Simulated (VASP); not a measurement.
# NaH13O7 in VASP: a series of runs

NaH13O7 is run at these levels: PBE+D3(BJ); tasks: single point.

Everything below comes from runs of VASP 6.6.1. Logs are shortened: lines on timing, memory, paths and dates and some standing lists are left out, and cuts for length are marked.

## 1. The cell of the first run

The cell holds a disordered packing, 21 atoms: a = 6.073 Å, b = 6.073 Å, c = 6.073 Å, α = 90.00°, β = 90.00°, γ = 90.00°.

## 2. Single point, PBE+D3(BJ)

The input, INCAR:

```
SYSTEM = NaH13O7
ALGO = Normal
EDIFF = 1E-7
ENCUT = 520
GGA = PE
ISIF = 2
ISMEAR = -1
IVDW = 12
LASPH = .True.
LCHARG = .False.
LREAL = Auto
LWAVE = .False.
NBANDS = 47
NELM = 100
PREC = Accurate
SIGMA = 0.02
```

The input, KPOINTS:

```
k-points
0
Gamma
  1 1 1
  0 0 0
```

The input, POSCAR:

```
NaH13O7
1.0
    6.0731780000      0.0000000000      0.0000000000
    0.0000000000      6.0731780000      0.0000000000
    0.0000000000      0.0000000000      6.0731780000
O H Na
7 13 1
Direct
    0.6872013441      0.3450360833      0.1892951486
    0.2212739307      0.1105797015      0.2166344018
    0.5351529955      0.0939743171      0.5955642744
   -0.0472874093      0.3818745921      0.5274532199
    0.8684930506      0.8164806331      0.9825838488
    0.2627015848      0.5281781512      1.0112282451
    0.6522263148      0.5218640157      0.7767485601
    0.5483311514      0.4241075569      0.2068095310
    0.7910513320      0.4135911220      0.2959122659
    0.2247319753      0.2563726352      0.1439013274
    0.2887003110      0.0120655271      0.1091173752
    0.5576352312      0.2476433106      0.6477829897
    0.4199623344      0.1072343465      0.4834101883
    0.0960746013      0.4367757727      0.5706096072
   -0.1652420923      0.4492058829      0.6383743052
    0.7674880585      0.7029168525      0.8907084592
    0.8655003635      0.9484092690      0.8923033336
    0.1446795127      0.6362273506      0.9833541823
    0.3886896232      0.5567854256      0.9078809010
    0.6830100851      0.4276485647      0.9060415084
    0.8517330015      1.0272272896      0.3398224269
```

Potentials or basis: VASP PAW PBE potentials, release 64 (O, H, Na_pv).

The run is started by

```
$ cat potpaw_PBE.64/O/POTCAR potpaw_PBE.64/H/POTCAR potpaw_PBE.64/Na_pv/POTCAR > POTCAR
$ mpirun -np 1 vasp_gam > vasp.out
```

OUTCAR:

```text
SYSTEM = NaH13O7
   EDIFF = 1E-7
   ENCUT = 520
   GGA = PE
   ISIF = 2
   ISMEAR = -1
   IVDW = 12
   LASPH = .True.
   LREAL = Auto
   NELM = 100
   PREC = Accurate
 IVDW          = 12

 ion  position               nearest neighbor table
   1  0.687  0.345  0.189-   8 0.98   9 1.00  21 2.36
   2  0.221  0.111  0.217-  11 0.98  10 0.99
   3  0.535  0.094  0.596-  13 0.98  12 1.00
   4  0.953  0.382  0.527-  14 0.97  15 1.06
   5  0.868  0.816  0.983-  17 0.97  16 1.08
   6  0.263  0.528  0.011-  18 0.99  19 1.00
   7  0.652  0.522  0.777-  20 0.99
   8  0.548  0.424  0.207-   1 0.98
   9  0.791  0.414  0.296-   1 1.00
  10  0.225  0.256  0.144-   2 0.99
  11  0.289  0.012  0.109-   2 0.98
  12  0.558  0.248  0.648-   3 1.00
  13  0.420  0.107  0.483-   3 0.98
  14  0.096  0.437  0.571-   4 0.97
  15  0.835  0.449  0.638-   4 1.06
  16  0.767  0.703  0.891-   5 1.08
  17  0.866  0.948  0.892-   5 0.97
  18  0.145  0.636  0.983-   6 0.99
  19  0.389  0.557  0.908-   6 1.00
  20  0.683  0.428  0.906-   7 0.99
  21  0.852  0.027  0.340-   1 2.36

  LATTYP: Found a simple cubic cell.
 ALAT       =     6.0731780000

  Lattice vectors:

 A1 = (   6.0731780000,   0.0000000000,   0.0000000000)
 A2 = (   0.0000000000,   6.0731780000,   0.0000000000)
 A3 = (   0.0000000000,   0.0000000000,   6.0731780000)

Analysis of symmetry for initial positions (statically):
=====================================================================
 Subroutine PRICEL returns:
 Original cell was already a primitive cell.

 Routine SETGRP: Setting up the symmetry group for a
 simple cubic supercell.

 Subroutine GETGRP returns: Found  1 space group operations
 (whereof  1 operations were pure point group operations)
 out of a pool of 48 trial point group operations.

The static configuration has the point symmetry C_1 .

Analysis of symmetry for dynamics (positions and initial velocities):
=====================================================================
 Subroutine PRICEL returns:
 Original cell was already a primitive cell.

 Routine SETGRP: Setting up the symmetry group for a
 simple cubic supercell.

 Subroutine GETGRP returns: Found  1 space group operations
 (whereof  1 operations were pure point group operations)
 out of a pool of 48 trial point group operations.

The dynamic configuration has the point symmetry C_1 .

 Subroutine INISYM returns: Found  1 space group operations
 (whereof  1 operations are pure point group operations),
 and found     1 'primitive' translations

----------------------------------------------------------------------------------------

                                     Primitive cell

  volume of cell :     224.0000

  direct lattice vectors                    reciprocal lattice vectors
     6.073178000  0.000000000  0.000000000     0.164658437  0.000000000  0.000000000
     0.000000000  6.073178000  0.000000000     0.000000000  0.164658437  0.000000000
     0.000000000  0.000000000  6.073178000     0.000000000  0.000000000  0.164658437

  length of vectors
     6.073178000  6.073178000  6.073178000     0.164658437  0.164658437  0.164658437

  position of ions in fractional coordinates (direct lattice)
     0.687201344  0.345036083  0.189295149
     0.221273931  0.110579702  0.216634402
     0.535152995  0.093974317  0.595564274
     0.952712591  0.381874592  0.527453220
     0.868493051  0.816480633  0.982583849
     0.262701585  0.528178151  0.011228245
[... 13 lines left out ...]
     0.683010085  0.427648565  0.906041508
     0.851733002  0.027227290  0.339822427

  ion indices of the primitive-cell ions
   primitive index   ion index
                 1           1
                 2           2
                 3           3
                 4           4
                 5           5
                 6           6
[... 13 lines left out ...]
                20          20
                21          21

----------------------------------------------------------------------------------------

 KPOINTS: k-points

Automatic generation of k-mesh.
 Grid dimensions read from file:
 generate k-points for:    1    1    1

 Generating k-lattice:

  Cartesian coordinates                     Fractional coordinates (reciprocal lattice)
     0.164658437  0.000000000  0.000000000     1.000000000  0.000000000  0.000000000
     0.000000000  0.164658437  0.000000000     0.000000000  1.000000000  0.000000000
     0.000000000  0.000000000  0.164658437     0.000000000  0.000000000  1.000000000

  Length of vectors
     0.164658437  0.164658437  0.164658437

  Shift w.r.t. Gamma in fractional coordinates (k-lattice)
     0.000000000  0.000000000  0.000000000

 Subroutine IBZKPT returns following result:
 ===========================================

 Found      1 irreducible k-points:

 Following reciprocal coordinates:
            Coordinates               Weight
  0.000000  0.000000  0.000000      1.000000
   k-points           NKPTS =      1   k-points in BZ     NKDIM =      1   number of bands    NBANDS=     47
   number of dos      NEDOS =    301   number of ions     NIONS =     21
   total plane-waves  NPLWV = 110592
   dimension x,y,z NGX =    48 NGY =   48 NGZ =   48
   dimension x,y,z NGXF=    96 NGYF=   96 NGZF=   96
   ions per type =               7  13   1
   NGX,Y,Z   is equivalent  to a cutoff of  13.14, 13.14, 13.14 a.u.
   NGXF,Y,Z  is equivalent  to a cutoff of  26.28, 26.28, 26.28 a.u.
 SYSTEM =  NaH13O7
   PREC   = accura    normal or accurate (medium, high low for compatibility)
   ISTART =      0    job   : 0-new  1-cont  2-samecut
   ICHARG =      2    charge: 1-file 2-atom 10-const
   ISPIN  =      1    spin polarized calculation?
   LNONCOLLINEAR =      F non collinear calculations
   LSORBIT =      F    spin-orbit coupling
   LASPH  =      T    aspherical Exc in radial PAW
   ENCUT  =  520.0 eV  38.22 Ry    6.18 a.u.  11.29 11.29 11.29*2*pi/ulx,y,z
   NELM   =    100;   NELMIN=  2; NELMDL= -5     # of ELM steps
   EDIFF  = 0.1E-06   stopping-criterion for ELM
   LREAL  =      T    real-space projection
   EDIFFG = 0.1E-05   stopping-criterion for IOM
   NSW    =      0    number of steps for IOM
   IBRION =     -1    ionic relax: 0-MD 1-quasi-New 2-CG
   NFREE  =      0    steps in history (QN), initial steepest desc. (CG)
   ISIF   =      2    stress and relaxation
   ISYM   =      2    0-nonsym 1-usesym 2-fastsym
   POTIM  = 0.5000    time-step for ionic-motion
   TEBEG  =    0.0;   TEEND  =   0.0 temperature during run
   PSTRESS=    0.0 pullay stress
   NELECT =      62.0000    total number of electrons
   NUPDOWN=      -1.0000    fix difference up-down
   EMIN   =  10.00;   EMAX   =-10.00  energy-range for DOS
   EFERMI =   0.00;   METHOD = LEGACY
   ISMEAR =    -1;   SIGMA  =   0.02  broadening in eV -4-tet -1-fermi 0-gaus
   EFERMI_NEDOS =   21; number of points for ismear=-14 and -15
   IALGO  =     38    algorithm
   IMIX   =      4    mixing-type and parameters
     AMIX     =   0.40;   BMIX     =  1.00
     AMIX_MAG =   1.60;   BMIX_MAG =  1.00
  volume/ion in A,a.u.               =      10.67        71.98
  Fermi-wavevector in a.u.,A,eV,Ry     =   1.066898  2.016144 15.487109  1.138270
  Thomas-Fermi vector in A             =   2.202497
   LORBIT       =      0    0 simple, 1 ext, 2 COOP (PROOUT), +10 PAW based schemes
   GGA     = PE    functional components
   LHFCALC =     F    Hartree Fock is set to
   AEXX    =    0.0000 exact exchange contribution
   IVDW    =    12    specifies the selected vdW correction
   LEPSILON=     F    determine dielectric tensor
   LRPA    =     F    only Hartree local field effects (RPA)
 non-spin polarized calculation
  energy-cutoff  :      520.00
  volume of cell :      224.00
 maximum number of plane-waves:      3016
 NGX is ok and might be reduce to    48
   NGX = 23   NGY = 23   NGZ = 23

 number of electron      62.0000004 magnetization

 Free energy of the ion-electron system (eV)
  ---------------------------------------------------
  ext. energy  EPLUGINS =         0.00000000
  ---------------------------------------------------
  free energy    TOTEN  =      -101.27680626 eV

  energy without entropy =     -101.27680626  energy(sigma->0) =     -101.27680626

 E-fermi :  -2.2321     XC(G=0):  -6.8256

 val. band max:       -2.8187442703   @ k =   0.0000   0.0000   0.0000
 cond. band min:       1.0049575917   @ k =   0.0000   0.0000   0.0000
 fundamental gap:      3.8237018620
 Fermi energy:        -2.2320791217

 k-point     1 :       0.0000    0.0000    0.0000
  band No.  band energies     occupation
      1     -24.1757      2.00000
      2     -24.1150      2.00000
      3     -24.0781      2.00000
      4     -22.3051      2.00000
      5     -22.0474      2.00000
      6     -21.4707      2.00000
[... 35 lines left out ...]
     42       7.7974      0.00000
     43       7.9131      0.00000
 [bands above 43 left out]

------------------------ aborting loop because EDIFF is reached ----------------------------------------

 Edisp (eV)   -0.87990

 E8    (eV) :    -0.2184

  FORCE on cell =-STRESS in cart. coord.  units (eV):
  Direction    XX          YY          ZZ          XY          YZ          ZX
  --------------------------------------------------------------------------------------
  -------------------------------------------------------------------------------------
  Total      -1.94837    -1.41020    -0.35669     0.79071    -0.89289     0.20191
  in kB     -13.93588   -10.08657    -2.55122     5.65562    -6.38649     1.44415
  external pressure =       -8.86 kB  Pullay stress =        0.00 kB

 VOLUME and BASIS-vectors are now :
 -----------------------------------------------------------------------------
  energy-cutoff  :      520.00
  volume of cell :      224.00
      direct lattice vectors                 reciprocal lattice vectors
     6.073178000  0.000000000  0.000000000     0.164658437  0.000000000  0.000000000
     0.000000000  6.073178000  0.000000000     0.000000000  0.164658437  0.000000000
     0.000000000  0.000000000  6.073178000     0.000000000  0.000000000  0.164658437

 POSITION                                       TOTAL-FORCE (eV/Angst)
 -----------------------------------------------------------------------------------
      4.17350      2.09547      1.14962        -0.062630      0.113397     -0.014000
      1.34384      0.67157      1.31566         0.059527     -0.119185      0.011276
      3.25008      0.57072      3.61697         0.071002      0.159747      0.065943
      5.78599      2.31919      3.20332        -0.075742      0.019294     -0.000628
      5.27451      4.95863      5.96741        -0.136946     -0.252752     -0.125044
      1.59543      3.20772      0.06819         0.164156      0.107805     -0.099658
[... 13 lines left out ...]
      4.14804      2.59719      5.50255         0.001689      0.092685     -0.165505
      5.17273      0.16536      2.06380        -0.033154     -0.027067     -0.012548
 -----------------------------------------------------------------------------------
    total drift:                               -0.002953      0.000603     -0.002201

  FREE ENERGIE OF THE ION-ELECTRON SYSTEM (eV)
  ---------------------------------------------------
  free  energy   TOTEN  =      -102.1567088473 eV

  energy  without entropy=     -102.1567088473  energy(sigma->0) =     -102.15670885
```

Run time: 15 s. Hardware: 1 thread of AMD EPYC 9R45 (Zen 5), shared host; peak memory 0.27 GiB.

Results:

```yaml
Free_energy: -102.1567 eV
Pressure: -0.9 GPa
Largest_force: 0.369 eV/Å
Dispersion_energy_per_atom: -0.042 eV
```

Forces on the atoms (eV/Å):
```
O   -0.063  0.113 -0.014
O    0.060 -0.119  0.011
O    0.071  0.160  0.066
O   -0.076  0.019 -0.001
O   -0.137 -0.253 -0.125
O    0.164  0.108 -0.100
O   -0.033 -0.168  0.216
H   -0.001 -0.086  0.013
H    0.103 -0.078  0.028
H   -0.020  0.186 -0.076
H   -0.053  0.016  0.072
H   -0.003 -0.120  0.007
H   -0.109 -0.070 -0.114
H    0.074  0.040  0.035
H   -0.019  0.006 -0.018
H    0.233  0.226  0.176
H    0.010  0.117 -0.042
H   -0.042 -0.050  0.088
H   -0.128 -0.109 -0.046
H    0.002  0.093 -0.166
Na  -0.033 -0.027 -0.013
```

Stress tensor (GPa, compression positive):
```
-1.39  0.57  0.14
 0.57 -1.01 -0.64
 0.14 -0.64 -0.26
```

Caveat: the k points lie up to 1.03 Å⁻¹ apart.

## 3. Single point, PBE+D3(BJ)

The input, INCAR:

```
SYSTEM = NaH13O7
PREC     = Accurate       ! precision mode
ENCUT    = 520            ! plane-wave cutoff, eV
EDIFF    = 1E-7           ! SCF threshold, eV
ISMEAR   = -1             ! smearing method
SIGMA    = 0.02           ! smearing width, eV
LREAL    = Auto         
LASPH    = .True.         ! aspherical terms in the spheres
NELM     = 80             ! most SCF steps
ALGO     = Normal         ! electronic algorithm
ISIF     = 2              ! what is computed and relaxed
LWAVE    = .False.        ! write WAVECAR
LCHARG   = .False.        ! write CHGCAR
GGA      = PE             ! functional
IVDW     = 12             ! dispersion correction
NBANDS   = 47             ! bands
```

The input, KPOINTS:

```
Automatic mesh
0
Gamma
  1 1 1
  0 0 0
```

The input, POSCAR:

```
NaH13O7
1.0
    6.0731780000      0.0000000000      0.0000000000
    0.0000000000      6.0731780000      0.0000000000
    0.0000000000      0.0000000000      6.0731780000
O H Na
7 13 1
Direct
    0.6828056085      0.3910802549      0.1697793149
    0.1795764919      0.0487388975      0.2231945120
    0.5376756617      0.0960452666      0.6162012706
   -0.0632123741      0.3123076584      0.5661451056
    0.8189781363      0.8505596246      0.9925939928
    0.2878558804      0.5521985359      0.9542944402
    0.6583373647      0.5974137429      0.6786232842
    0.5469294659      0.4479203475      0.2857976499
    0.6476839638      0.4869608630      0.0456927164
    0.3210345555      0.0760228006      0.1771066154
    0.1381154974     -0.0013666650      0.0868079282
    0.5155291019      0.2510711855      0.5604973212
    0.3886268441      0.0271686422      0.6603626635
    0.0702597553      0.2916759561      0.6546490157
   -0.1858170467      0.4523496594      0.6266406155
    0.7878741575      0.7405842542      0.8698740593
    0.7447995102      0.9782687087      0.9296615380
    0.2711101173      0.5575005376      1.1177508711
    0.3313586396      0.7329770344      0.9373016895
    0.6128587043      0.4855941980      0.7858982562
    0.8181054466      1.0640228230      0.3194538345
```

Potentials or basis: VASP PAW PBE potentials, release 64 (O, H, Na_pv).

The run is started by

```
$ cat potpaw_PBE.64/O/POTCAR potpaw_PBE.64/H/POTCAR potpaw_PBE.64/Na_pv/POTCAR > POTCAR
$ mpirun -np 1 vasp_gam > vasp.out
```

It took 14 s on 1 thread of AMD EPYC 9R45 (Zen 5), shared host; peak memory 0.27 GiB.

Results (log left out):

```
Free energy                : -98.5271 eV
Pressure                   : -1.5 GPa
Largest force              : 4.839 eV/Å
Dispersion energy per atom : -0.042 eV
```

Forces in eV/Å, atoms in the order of the input:
```
O   -3.565  0.845  2.914
O   -0.915  0.232  2.658
O   -1.978 -0.134  0.131
O    0.049  0.344  0.424
O   -0.036  0.516  0.050
O    0.942  4.659  0.907
O    0.705 -0.957  0.400
H    3.576 -1.172 -2.541
H    0.063  0.019  0.084
H    3.719  1.285  0.228
H   -2.549 -1.649 -3.145
H   -0.248 -1.203  1.009
H    1.889  1.252 -1.112
H   -0.733  0.587 -0.069
H    1.131 -0.217 -0.510
H   -0.175 -0.123 -0.274
H    0.059  0.197 -0.386
H   -0.438 -0.383 -0.773
H   -0.881 -4.445 -0.094
H   -0.697  0.422 -0.385
Na   0.081 -0.075  0.485
```

Stress tensor (GPa, compression positive):
```
-0.32  0.59  2.41
 0.59 -4.93  0.50
 2.41  0.50  0.63
```

Levels at points of the mesh, in eV from the Fermi level:
```tsv
k point	band 27	band 28	band 29	band 30	band 31	band 32	band 33	band 34	band 35	band 36
(0.00, 0.00, 0.00)	-2.50	-2.12	-1.19	-0.70	-0.56	1.62	3.96	5.32	5.59	6.25
```

Caveat: the k points lie up to 1.03 Å⁻¹ apart.

## 4. Single point, PBE+D3(BJ)

The input, INCAR:

```
ALGO = Normal
EDIFF = 1E-6
ENCUT = 520
GGA = PE
ISIF = 2
ISMEAR = -1
IVDW = 12
LASPH = T
LCHARG = F
LREAL = Auto
LWAVE = F
NBANDS = 47
NELM = 60
PREC = Accurate
SIGMA = 0.02
```

The input, KPOINTS:

```
k-points
0
Gamma
  1 1 1
```

The input, POSCAR:

```
NaH13O7
1.0
    6.0731780000      0.0000000000      0.0000000000
    0.0000000000      6.0731780000      0.0000000000
    0.0000000000      0.0000000000      6.0731780000
O H Na
7 13 1
Direct
    0.7156055693      0.4137043242      0.1338343780
    0.1857017858     -0.0269710521      0.1890278862
    0.4064758188      0.0511923082      0.7154903084
   -0.0392051740      0.3436092273      0.5850149625
    0.7171368927      0.8526837185      0.9527466509
    0.2976201257      0.5686643797      0.8823222372
    0.6461361745      0.5839282168      0.6206305825
    0.8605708576      0.4470311919      0.0857047167
    0.6020241791      0.4788267362      0.0250610142
    0.2145828757     -0.1069291893      0.3258919795
    0.2257137861     -0.1044757786      0.0487059658
    0.3592847106      0.1401572620      0.8372552229
    0.4360978717     -0.1066492700      0.7485866543
    0.0284694438      0.2176619885      0.6720204809
   -0.1951202484      0.4079906764      0.6243353974
    0.6762192710      0.7675059088      0.8250211010
    0.6104052936      0.9876048421      0.9414840138
    0.3678304835      0.6417397942      0.7484713934
    0.1679516062      0.5485760503      0.8105805560
    0.6208611044      0.6149004689      0.4600392085
    0.8000259502      1.0086481905      0.3861240359
```

The run is started by

```
$ cat potpaw_PBE.64/O/POTCAR potpaw_PBE.64/H/POTCAR potpaw_PBE.64/Na_pv/POTCAR > POTCAR
$ mpirun -np 1 vasp_gam > vasp.out
```

Wall time 12 s (1 thread of AMD EPYC 9R45 (Zen 5), shared host); peak memory 0.27 GiB.

The run converged. Its results:

```
Free energy                : -99.0767 eV
Pressure                   : -1.1 GPa
Largest force              : 4.906 eV/Å
Dispersion energy per atom : -0.042 eV
```

Forces in eV/Å, atoms in the order of the input:
```
O   -2.748 -0.237 -0.449
O   -0.284  0.530 -0.432
O    0.104 -0.767 -1.675
O    1.414 -2.113  0.423
O   -1.039  3.391  1.760
O    3.122  1.927  0.825
O   -0.998  1.576 -1.479
H    0.819  0.486 -0.575
H    1.759 -0.773  1.313
H    0.557 -0.349 -0.977
H   -0.373 -0.520  1.760
H   -0.181  0.176  0.732
H   -0.512  1.340  0.176
H   -1.129  1.560 -0.574
H    0.206  0.298  0.151
H    0.245 -1.319 -1.493
H    2.229 -1.970  0.245
H    1.022 -1.545  0.899
H   -4.469 -1.346 -1.509
H    0.285 -0.756  1.267
Na  -0.032  0.410 -0.390
```

Stress tensor (GPa, compression positive):
```
 2.46  2.85  0.57
 2.85 -3.26  1.50
 0.57  1.50 -2.37
```

Levels at points of the mesh, in eV from the Fermi level:
```csv
k point,band 28,band 29,band 30,band 31,band 32,band 33,band 34,band 35
"(0.00, 0.00, 0.00)",-1.62,-1.46,-0.94,-0.54,2.34,5.75,5.98,6.23
```

Caveat: the k points lie up to 1.03 Å⁻¹ apart.

## 5. The runs side by side

| cell | pressure (GPa) | largest force (eV/Å) |
| --- | --- | --- |
| as given, atomic positions A | -0.9 | 0.37 |
| as given, atomic positions B | -1.5 | 4.84 |
| as given, atomic positions C | -1.1 | 4.91 |

Alike in all rows: task single point; level PBE+D3(BJ); potentials or basis VASP PAW PBE potentials, release 64 (O, H, Na_pv); no spin polarisation; k mesh 1 × 1 × 1; cutoff (eV) 520; smearing fermi-dirac 0.02 eV.

Caveats: all runs use coarse meshes.

Total energies depend on the potentials used, so only differences within one code and one set of settings carry meaning.
